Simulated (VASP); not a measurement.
# MnHg (Pm-3m) in VASP: notebook

Runs on MnHg. Level: PBE. Tasks: single point, relaxation of cell and atoms.

Everything below comes from runs of VASP 6.6.1. Logs are shortened: lines on timing, memory, paths and dates and some standing lists are left out, and cuts for length are marked.

### 1 The cell of the first run

It takes space group Pm-3m (No. 221, cubic). The conventional cell has a = 3.323 Å, b = 3.323 Å, c = 3.323 Å, α = 90.00°, β = 90.00°, γ = 90.00°. Mn (site symmetry m-3m) has 8 Hg at 2.88 Å and 6 Mn at 3.32 Å within 3.8 Å. Within 3.8 Å of Hg (site symmetry m-3m) lie 8 Mn at 2.88 Å and 6 Hg at 3.32 Å.

### 2 Single point, PBE, collinear spin, ferromagnetic start

Input file INCAR:

```
SYSTEM = MnHg
PREC     = Accurate       ! precision mode
ENCUT    = 520            ! plane-wave cutoff, eV
EDIFF    = 1E-7           ! SCF threshold, eV
ISMEAR   = -1             ! smearing method
SIGMA    = 0.05           ! smearing width, eV
LREAL    = .False.        ! projectors in reciprocal space
LASPH    = .True.         ! aspherical terms in the spheres
NELM     = 150            ! most SCF steps
ALGO     = Normal         ! electronic algorithm
ISIF     = 2              ! what is computed and relaxed
LWAVE    = .False.        ! write WAVECAR
LCHARG   = .False.        ! write CHGCAR
ISPIN    = 2              ! spin polarisation
MAGMOM   = 4 0            ! initial moments
LORBIT   = 11             ! projections on sites
LMAXMIX  = 4              ! l up to which the mixer works
GGA      = PE             ! functional
NBANDS   = 24             ! bands
```

Input file KPOINTS:

```
Automatic mesh
0
Gamma
  10 10 10
  0 0 0
```

Input file POSCAR:

```
MnHg
1.0
    3.3226934533      0.0000000000      0.0000000000
    0.0000000000      3.3226934533      0.0000000000
    0.0000000000      0.0000000000      3.3226934533
Mn Hg
1 1
Direct
    0.5000000000      0.5000000000      0.5000000000
    0.0000000000      0.0000000000      0.0000000000
```

Potentials or basis: VASP PAW PBE potentials, release 64 (Mn_pv, Hg).

Started as:

```console
$ cat potpaw_PBE.64/Mn_pv/POTCAR potpaw_PBE.64/Hg/POTCAR > POTCAR
$ mpirun -np 1 vasp_std > vasp.out
```

OUTCAR:

```text
SYSTEM = MnHg
   PREC = Accurate
   ENCUT = 520
   EDIFF = 1E-7
   ISMEAR = -1
   LREAL = .False.
   LASPH = .True.
   NELM = 150
   ISIF = 2
   ISPIN = 2
   LORBIT = 11
   GGA = PE

 ion  position               nearest neighbor table
   1  0.500  0.500  0.500-   2 2.88   2 2.88   2 2.88   2 2.88   2 2.88   2 2.88   2 2.88   2 2.88

   2  0.000  0.000  0.000-   1 2.88   1 2.88   1 2.88   1 2.88   1 2.88   1 2.88   1 2.88   1 2.88

  LATTYP: Found a simple cubic cell.
 ALAT       =     3.3226934533

  Lattice vectors:

 A1 = (   3.3226934533,   0.0000000000,   0.0000000000)
 A2 = (   0.0000000000,   3.3226934533,   0.0000000000)
 A3 = (   0.0000000000,   0.0000000000,   3.3226934533)

Analysis of symmetry for initial positions (statically):
=====================================================================
 Subroutine PRICEL returns:
 Original cell was already a primitive cell.

 Routine SETGRP: Setting up the symmetry group for a
 simple cubic supercell.

 Subroutine GETGRP returns: Found 48 space group operations
 (whereof 48 operations were pure point group operations)
 out of a pool of 48 trial point group operations.

The static configuration has the point symmetry O_h .

Analysis of symmetry for dynamics (positions and initial velocities):
=====================================================================
 Subroutine PRICEL returns:
 Original cell was already a primitive cell.

 Routine SETGRP: Setting up the symmetry group for a
 simple cubic supercell.

 Subroutine GETGRP returns: Found 48 space group operations
 (whereof 48 operations were pure point group operations)
 out of a pool of 48 trial point group operations.

The dynamic configuration has the point symmetry O_h .

Analysis of structural, dynamic, and magnetic symmetry:
=====================================================================
 Subroutine PRICEL returns:
 Original cell was already a primitive cell.

 Routine SETGRP: Setting up the symmetry group for a
 simple cubic supercell.

 Subroutine GETGRP returns: Found 48 space group operations
 (whereof 48 operations were pure point group operations)
 out of a pool of 48 trial point group operations.

The overall configuration has the point symmetry O_h .

 Subroutine INISYM returns: Found 48 space group operations
 (whereof 48 operations are pure point group operations),
 and found     1 'primitive' translations

----------------------------------------------------------------------------------------

                                     Primitive cell

  volume of cell :      36.6835

  direct lattice vectors                    reciprocal lattice vectors
     3.322693453  0.000000000  0.000000000     0.300960656  0.000000000  0.000000000
     0.000000000  3.322693453  0.000000000     0.000000000  0.300960656  0.000000000
     0.000000000  0.000000000  3.322693453     0.000000000  0.000000000  0.300960656

  length of vectors
     3.322693453  3.322693453  3.322693453     0.300960656  0.300960656  0.300960656

  position of ions in fractional coordinates (direct lattice)
     0.500000000  0.500000000  0.500000000
     0.000000000  0.000000000  0.000000000

  ion indices of the primitive-cell ions
   primitive index   ion index
                 1           1
                 2           2

----------------------------------------------------------------------------------------

 KPOINTS: Automatic mesh

Automatic generation of k-mesh.
 Grid dimensions read from file:
 generate k-points for:   10   10   10

 Generating k-lattice:

  Cartesian coordinates                     Fractional coordinates (reciprocal lattice)
     0.030096066  0.000000000  0.000000000     0.100000000  0.000000000  0.000000000
     0.000000000  0.030096066  0.000000000     0.000000000  0.100000000  0.000000000
     0.000000000  0.000000000  0.030096066     0.000000000  0.000000000  0.100000000

  Length of vectors
     0.030096066  0.030096066  0.030096066

  Shift w.r.t. Gamma in fractional coordinates (k-lattice)
     0.000000000  0.000000000  0.000000000

 Subroutine IBZKPT returns following result:
 ===========================================

 Found     56 irreducible k-points:

 Following reciprocal coordinates:
            Coordinates               Weight
  0.000000  0.000000  0.000000      1.000000
  0.100000  0.000000  0.000000      6.000000
  0.200000  0.000000  0.000000      6.000000
  0.300000  0.000000  0.000000      6.000000
  0.400000  0.000000  0.000000      6.000000
  0.500000  0.000000  0.000000      3.000000
[... 16 lines left out ...]
  0.200000  0.100000  0.100000     24.000000
  0.300000  0.100000  0.100000     24.000000
 [... further k-points ...]
   k-points           NKPTS =     56   k-points in BZ     NKDIM =     56   number of bands    NBANDS=     24
   number of dos      NEDOS =    301   number of ions     NIONS =      2
   total plane-waves  NPLWV =  21952
   dimension x,y,z NGX =    28 NGY =   28 NGZ =   28
   dimension x,y,z NGXF=    56 NGYF=   56 NGZF=   56
   ions per type =               1   1
   NGX,Y,Z   is equivalent  to a cutoff of  14.01, 14.01, 14.01 a.u.
   NGXF,Y,Z  is equivalent  to a cutoff of  28.02, 28.02, 28.02 a.u.
 SYSTEM =  MnHg
   PREC   = accura    normal or accurate (medium, high low for compatibility)
   ISTART =      0    job   : 0-new  1-cont  2-samecut
   ICHARG =      2    charge: 1-file 2-atom 10-const
   ISPIN  =      2    spin polarized calculation?
   LNONCOLLINEAR =      F non collinear calculations
   LSORBIT =      F    spin-orbit coupling
   LASPH  =      T    aspherical Exc in radial PAW
   ENCUT  =  520.0 eV  38.22 Ry    6.18 a.u.   6.18  6.18  6.18*2*pi/ulx,y,z
   NELM   =    150;   NELMIN=  2; NELMDL= -5     # of ELM steps
   EDIFF  = 0.1E-06   stopping-criterion for ELM
   LREAL  =      F    real-space projection
   EDIFFG = 0.1E-05   stopping-criterion for IOM
   NSW    =      0    number of steps for IOM
   IBRION =     -1    ionic relax: 0-MD 1-quasi-New 2-CG
   NFREE  =      0    steps in history (QN), initial steepest desc. (CG)
   ISIF   =      2    stress and relaxation
   ISYM   =      2    0-nonsym 1-usesym 2-fastsym
   POTIM  = 0.5000    time-step for ionic-motion
   TEBEG  =    0.0;   TEEND  =   0.0 temperature during run
   PSTRESS=    0.0 pullay stress
   NELECT =      25.0000    total number of electrons
   NUPDOWN=      -1.0000    fix difference up-down
   EMIN   =  10.00;   EMAX   =-10.00  energy-range for DOS
   EFERMI =   0.00;   METHOD = LEGACY
   ISMEAR =    -1;   SIGMA  =   0.05  broadening in eV -4-tet -1-fermi 0-gaus
   EFERMI_NEDOS =   21; number of points for ismear=-14 and -15
   IALGO  =     38    algorithm
   IMIX   =      4    mixing-type and parameters
     AMIX     =   0.40;   BMIX     =  1.00
     AMIX_MAG =   1.60;   BMIX_MAG =  1.00
  volume/ion in A,a.u.               =      18.34       123.78
  Fermi-wavevector in a.u.,A,eV,Ry     =   1.440670  2.722472 28.239307  2.075530
  Thomas-Fermi vector in A             =   2.559388
   LORBIT       =     11    0 simple, 1 ext, 2 COOP (PROOUT), +10 PAW based schemes
   GGA     = PE    functional components
   LHFCALC =     F    Hartree Fock is set to
   AEXX    =    0.0000 exact exchange contribution
   IVDW    =     0    specifies the selected vdW correction
   LEPSILON=     F    determine dielectric tensor
   LRPA    =     F    only Hartree local field effects (RPA)
 spin polarized calculation
  energy-cutoff  :      520.00
  volume of cell :       36.68
 maximum number of plane-waves:      1021
 NGX is ok and might be reduce to    28
   NGX = 13   NGY = 13   NGZ = 13

 number of electron      25.0000008 magnetization       3.9296783

 Free energy of the ion-electron system (eV)
  ---------------------------------------------------
  ext. energy  EPLUGINS =         0.00000000
  ---------------------------------------------------
  free energy    TOTEN  =        -8.49831643 eV

  energy without entropy =       -8.48336142  energy(sigma->0) =       -8.49083893

 E-fermi :   5.4858     XC(G=0): -11.6456

 val. band max:        5.4853802009   @ k =   0.4000   0.0000   0.0000
 cond. band min:       5.4909161686   @ k =   0.4000   0.2000   0.2000
 fundamental gap:      0.0055359677
 Fermi energy:         5.4857856317

 spin component 1

 k-point     1 :       0.0000    0.0000    0.0000
  band No.  band energies     occupation
      1     -44.7218      1.00000
      2     -44.7218      1.00000
      3     -44.7218      1.00000
      4      -4.1359      1.00000
      5      -2.7628      1.00000
      6      -2.7628      1.00000
[... 16 lines left out ...]
     23      22.4665      0.00000
     24      26.1201      0.00000

 k-point     2 :       0.1000    0.0000    0.0000
  band No.  band energies     occupation
      1     -44.7233      1.00000
      2     -44.7217      1.00000
      3     -44.7217      1.00000
      4      -3.9813      1.00000
      5      -2.7367      1.00000
      6      -2.6898      1.00000
[... 586 lines left out ...]
 k-point    24 :       0.3000    0.1000    0.1000
  band No.  band energies     occupation
      1     -44.7319      1.00000
      2     -44.7225      1.00000
      3     -44.7225      1.00000
      4      -2.8300      1.00000
      5      -2.4772      1.00000
      6      -2.1025      1.00000
[... 16 lines left out ...]
     23      22.0544      0.00000
     24      22.7807      0.00000

 [... further k-points ...]

 spin component 2

 k-point     1 :       0.0000    0.0000    0.0000
  band No.  band energies     occupation
      1     -40.6594      1.00000
      2     -40.6594      1.00000
      3     -40.6594      1.00000
      4      -3.9184      1.00000
      5      -2.7450      1.00000
      6      -2.7450      1.00000
[... 16 lines left out ...]
     23      22.4900      0.00000
     24      27.0898      0.00000

 k-point     2 :       0.1000    0.0000    0.0000
  band No.  band energies     occupation
      1     -40.6613      1.00000
      2     -40.6593      1.00000
      3     -40.6593      1.00000
      4      -3.7664      1.00000
      5      -2.7250      1.00000
      6      -2.6713      1.00000
[... 586 lines left out ...]
 k-point    24 :       0.3000    0.1000    0.1000
  band No.  band energies     occupation
      1     -40.6720      1.00000
      2     -40.6603      1.00000
      3     -40.6602      1.00000
      4      -2.7284      1.00000
      5      -2.5013      1.00000
      6      -2.0309      1.00000
[... 16 lines left out ...]
     23      22.3520      0.00000
     24      23.4523      0.00000

 [... further k-points ...]
[... 5 lines left out ...]
  --------------------------------------------------------------------------------------
  -------------------------------------------------------------------------------------
  Total        0.0927245      0.0927245      0.0927245     -0.0000000      0.0000000     -0.0000000
  in kB        4.0498084      4.0498084      4.0498084     -0.0000000      0.0000000     -0.0000000
  external PRESSURE =       4.0498084 kB  Pullay stress =       0.0000000 kB

 VOLUME and BASIS-vectors are now :
 -----------------------------------------------------------------------------
  energy-cutoff  :      520.00
  volume of cell :       36.68
      direct lattice vectors                 reciprocal lattice vectors
     3.322693453  0.000000000  0.000000000     0.300960656  0.000000000  0.000000000
     0.000000000  3.322693453  0.000000000     0.000000000  0.300960656  0.000000000
     0.000000000  0.000000000  3.322693453     0.000000000  0.000000000  0.300960656

 POSITION                                       TOTAL-FORCE (eV/Angst)
 -----------------------------------------------------------------------------------
      1.66135      1.66135      1.66135         0.000000      0.000000      0.000000
      0.00000      0.00000      0.00000         0.000000      0.000000      0.000000
 -----------------------------------------------------------------------------------
    total drift:                                0.000000      0.000000      0.000000

  FREE ENERGIE OF THE ION-ELECTRON SYSTEM (eV)
  ---------------------------------------------------
  free  energy   TOTEN  =        -8.4983164346 eV

  energy  without entropy=       -8.4833614229  energy(sigma->0) =       -8.49083893

 total charge

# of ion       s       p       d       tot
------------------------------------------
    1        0.250   6.171   4.974  11.395
    2        0.816   0.512   9.256  10.584
--------------------------------------------------
tot          1.067   6.683  14.230  21.979

 magnetization (x)

# of ion       s       p       d       tot
------------------------------------------
    1        0.028   0.016   3.794   3.839
    2       -0.042  -0.059   0.047  -0.054
--------------------------------------------------
tot         -0.013  -0.043   3.841   3.785
```

Run time: 47 s. Hardware: 1 thread of Intel Xeon 6975P-C (Granite Rapids), shared host; peak memory 0.22 GiB.

What came out:

- Free energy: -8.4983 eV
- Pressure: 0.4 GPa
- Net moment: 3.93 μB per cell
- Site moments: Mn +3.84; Hg -0.05 μB
- Valence electrons inside the program's atomic spheres: Mn 11.39; Hg 10.58

Caveat: spin-orbit coupling is left out, which moves the levels of the heavy elements.

[end of part 1 of 2]
